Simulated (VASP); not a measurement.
**AlNi: single point with PBE**

The system is AlNi.

```xyz
2
Lattice="2.8927 0.0000 0.0000 0.0000 2.8927 0.0000 0.0000 0.0000 2.8927" Properties=species:S:1:pos:R:3 pbc="T T T"
Al   -0.0600   -0.0600    0.0000
Ni    1.4739    1.4739    1.4464
```

This cell differs from its parent crystal: atoms displaced along a vibrational mode.

* Program: VASP 6.6.1
* Task: single point
* Functional: PBE
* Potentials or basis: VASP PAW PBE potentials, release 64 (Al, Ni)
* Cutoff: 520 eV
* k mesh: 16 × 16 × 16
* Occupations: gaussian, width 0.15 eV
* Spin: no spin polarisation

* Pressure: 1.0 GPa
* Largest force: 0.724 eV/Å
* Band gap on the k mesh: zero (an odd number of electrons rules out a gap without spin polarisation)

Forces in eV/Å, atoms in the order of the input:
```
Al   0.512  0.512  0.000
Ni  -0.512 -0.512  0.000
```

Stress tensor (GPa, compression positive):
```
0.91 1.07 0.00
1.07 0.91 0.00
0.00 0.00 1.29
```

Levels at points of the mesh, in eV from the Fermi level:
| k point | band 3 | band 4 | band 5 | band 6 | band 7 | band 8 | band 9 | band 10 | band 11 | band 12 |
| --- | --- | --- | --- | --- | --- | --- | --- | --- | --- | --- |
| (0.00, 0.00, 0.00) | -3.18 | -1.54 | -1.52 | -1.52 | 5.44 | 5.45 | 5.48 | 8.11 | 8.11 | 13.43 |
| (0.50, 0.00, 0.00) | -2.72 | -2.22 | -2.21 | -1.44 | -0.64 | 8.29 | 9.92 | 9.95 | 10.76 | 10.81 |
| (0.00, 0.00, 0.50) | -2.72 | -2.23 | -2.21 | -1.44 | -0.65 | 8.29 | 9.99 | 10.01 | 10.69 | 10.74 |
| (0.50, 0.50, 0.00) | -2.85 | -2.76 | -2.06 | -2.04 | -1.00 | 1.46 | 2.40 | 12.16 | 14.96 | 15.04 |
| (0.00, 0.50, 0.50) | -2.87 | -2.82 | -2.03 | -2.02 | -1.01 | 1.45 | 2.40 | 12.18 | 14.69 | 14.69 |
| (0.50, 0.50, 0.50) | -4.03 | -0.98 | -0.97 | 1.97 | 1.99 | 2.02 | 3.46 | 4.39 | 4.43 | 4.58 |

Run time: 3.2 min on 1 thread of AMD EPYC 7R13 Processor (Zen 3), with other jobs on the host, peak memory 0.3 GiB.

Caveat: the cell differs from its parent crystal (atoms displaced along a vibrational mode). Spin polarisation is off, so any magnetic state and its effect on volume and gap are missing.
